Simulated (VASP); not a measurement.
# Hf (Fd-3m) in VASP: further runs, part 2 of 2

VASP 6.6.1. Earlier steps stand in the parts before.

### 3 Single point, PBE (volume scaled by 0.4)

The input, INCAR:

```
SYSTEM = Hf
PREC = Accurate ; ENCUT = 520
EDIFF = 1E-6 ; ISMEAR = -1
SIGMA = 0.1 ; LREAL = .FALSE.
LASPH = .TRUE. ; NELM = 100
ALGO = Normal ; ISIF = 2
LWAVE = .FALSE. ; LCHARG = .FALSE.
GGA = PE ; NBANDS = 17
```

The input, KPOINTS:

```
Automatic mesh
0
G
  12 12 12
  0 0 0
```

The input, POSCAR:

```
Hf
1.0
    0.0000000000      2.4115609420      2.4115609420
    2.4115609420      0.0000000000      2.4115609420
    2.4115609420      2.4115609420      0.0000000000
Hf
2
Direct
   -0.1250000000     -0.1250000000     -0.1250000000
    0.1250000000      0.1250000000      0.1250000000
```

Potentials or basis: VASP PAW PBE potentials, release 64 (Hf_pv).

Started as:

```
> cat potpaw_PBE.64/Hf_pv/POTCAR > POTCAR
> mpirun -np 1 vasp_std > vasp.out
```

It took 58 s on 1 thread of AMD EPYC 7R13, shared host; peak memory 0.14 GiB.

The run converged. Its results:

| Property | Result |
| --- | --- |
| Free energy | -4.9731 eV |
| Pressure | 175.6 GPa |
| Band gap on the k mesh | zero (band 10 reaches 9.36 eV, above the bottom of band 11 at 7.18 eV) |

Levels at points of the mesh, in eV from the Fermi level:
| k point | band 6 | band 7 | band 8 | band 9 | band 10 | band 11 | band 12 | band 13 | band 14 | band 15 |
| --- | --- | --- | --- | --- | --- | --- | --- | --- | --- | --- |
| (0.00, 0.00, 0.00) | -29.20 | -7.54 | -3.79 | -3.79 | 0.18 | 0.18 | 0.18 | 5.46 | 5.46 | 5.46 |
| (0.50, 0.00, 0.00) | -28.29 | -4.12 | -3.20 | -3.20 | -2.73 | -1.20 | -1.20 | 3.55 | 8.29 | 8.29 |
| (0.50, 0.50, 0.00) | -27.27 | -5.73 | -5.73 | -1.12 | -1.12 | 2.14 | 2.14 | 3.59 | 3.59 | 9.47 |

Caveat: spin-orbit coupling is left out, which moves the levels of the heavy elements.

### 4 Single point, PBE (volume scaled by 0.45)

The input, INCAR:

```
SYSTEM = Hf
  PREC = Accurate
  ENCUT = 520
  EDIFF = 1E-6
  ISMEAR = -1
  SIGMA = 0.1
  LREAL = .FALSE.
  LASPH = .TRUE.
  NELM = 100
  ALGO = Normal
  ISIF = 2
  LWAVE = .FALSE.
  LCHARG = .FALSE.
  GGA = PE
  NBANDS = 17
```

The input, KPOINTS:

```
regular mesh
0
G
  12 12 12
  0 0 0
```

The input, POSCAR:

```
Hf
1.0
    0.0000000000      2.5081244518      2.5081244518
    2.5081244518      0.0000000000      2.5081244518
    2.5081244518      2.5081244518      0.0000000000
Hf
2
Direct
   -0.1250000000     -0.1250000000     -0.1250000000
    0.1250000000      0.1250000000      0.1250000000
```

Potentials or basis: VASP PAW PBE potentials, release 64 (Hf_pv).

Started as:

```
> cat potpaw_PBE.64/Hf_pv/POTCAR > POTCAR
> mpirun -np 1 vasp_std > vasp.out
```

OUTCAR:

```text
SYSTEM = Hf
   PREC = Accurate
   ENCUT = 520
   EDIFF = 1E-6
   ISMEAR = -1
   LREAL = .FALSE.
   LASPH = .TRUE.
   NELM = 100
   ISIF = 2
   GGA = PE

 ion  position               nearest neighbor table
   1  0.875  0.875  0.875-   2 2.17   2 2.17   2 2.17   2 2.17
   2  0.125  0.125  0.125-   1 2.17   1 2.17   1 2.17   1 2.17

  LATTYP: Found a face centered cubic cell.
 ALAT       =     5.0162489036

  Lattice vectors:

 A1 = (   0.0000000000,   2.5081244518,   2.5081244518)
[... 192 lines left out ...]
      6     -22.0306      2.00000
[... 457 lines left out ...]
      4     -22.2730      2.00000
      5     -21.2212      2.00000
      6     -20.8752      2.00000
[... 9 lines left out ...]
     16      14.7454      0.00000
     17      15.8758      0.00000

 [... further k-points ...]
[... 5 lines left out ...]
  --------------------------------------------------------------------------------------
  -------------------------------------------------------------------------------------
  Total       22.7044463     22.7044463     22.7044463      0.0000000     -0.0000000      0.0000000
  in kB     1152.7742219   1152.7742219   1152.7742219      0.0000000     -0.0000000      0.0000000
  external PRESSURE =    1152.7742219 kB  Pullay stress =       0.0000000 kB

 VOLUME and BASIS-vectors are now :
 -----------------------------------------------------------------------------
  energy-cutoff  :      520.00
  volume of cell :       31.56
      direct lattice vectors                 reciprocal lattice vectors
     0.000000000  2.508124452  2.508124452    -0.199352149  0.199352149  0.199352149
     2.508124452  0.000000000  2.508124452     0.199352149 -0.199352149  0.199352149
     2.508124452  2.508124452  0.000000000     0.199352149  0.199352149 -0.199352149

 POSITION                                       TOTAL-FORCE (eV/Angst)
 -----------------------------------------------------------------------------------
      4.38922      4.38922      4.38922         0.000000     -0.000000      0.000000
      0.62703      0.62703      0.62703        -0.000000      0.000000     -0.000000
 -----------------------------------------------------------------------------------
    total drift:                                0.000000     -0.000000     -0.000000

  FREE ENERGIE OF THE ION-ELECTRON SYSTEM (eV)
  ---------------------------------------------------
  free  energy   TOTEN  =        -8.0981898618 eV

  energy  without entropy=       -8.0227147122  energy(sigma->0) =       -8.06045229
```

Run time: 59 s. Hardware: 1 thread of AMD EPYC 7R13, shared host; peak memory 0.15 GiB.

What came out:

| Quantity | Value |
| --- | --- |
| Free energy | -8.0982 eV |
| Pressure | 115.3 GPa |
| Band gap on the k mesh | zero (band 10 reaches 7.75 eV, above the bottom of band 11 at 6.34 eV) |

Caveat: spin-orbit coupling is left out, which moves the levels of the heavy elements.

### 5 Single point, PBE (volume scaled by 0.45)

The input, INCAR:

```
PREC = Accurate
ENCUT = 520
EDIFF = 1E-6
ISMEAR = -1
SIGMA = 0.1
LREAL = False
LASPH = True
NELM = 80
ALGO = Normal
ISIF = 2
LWAVE = False
LCHARG = False
GGA = PE
NBANDS = 17
```

The input, KPOINTS:

```
regular mesh
0
Gamma
  12 12 12
```

POSCAR is that of step 4.

Started as:

```
> cat potpaw_PBE.64/Hf_pv/POTCAR > POTCAR
> mpirun -np 1 vasp_std > vasp.out
```

Run time: 51 s. Hardware: 1 thread of AMD EPYC 7R13, shared host; peak memory 0.15 GiB.

Results (log left out):

```
Free energy            : -8.0982 eV
Pressure               : 115.3 GPa
Band gap on the k mesh : zero (band 10 reaches 7.75 eV, above the bottom of band 11 at 6.34 eV)
```

Levels at points of the mesh, in eV from the Fermi level:
```csv
k point,band 7,band 8,band 9,band 10,band 11,band 12,band 13,band 14
"(0.00, 0.00, 0.00)",-7.17,-3.06,-3.06,0.21,0.21,0.21,4.61,4.61
"(0.50, 0.00, 0.00)",-3.48,-2.71,-2.64,-2.64,-0.84,-0.84,2.80,7.23
"(0.50, 0.50, 0.00)",-4.91,-4.91,-0.77,-0.77,2.24,2.24,2.52,2.52
```

Caveat: spin-orbit coupling is left out, which moves the levels of the heavy elements.
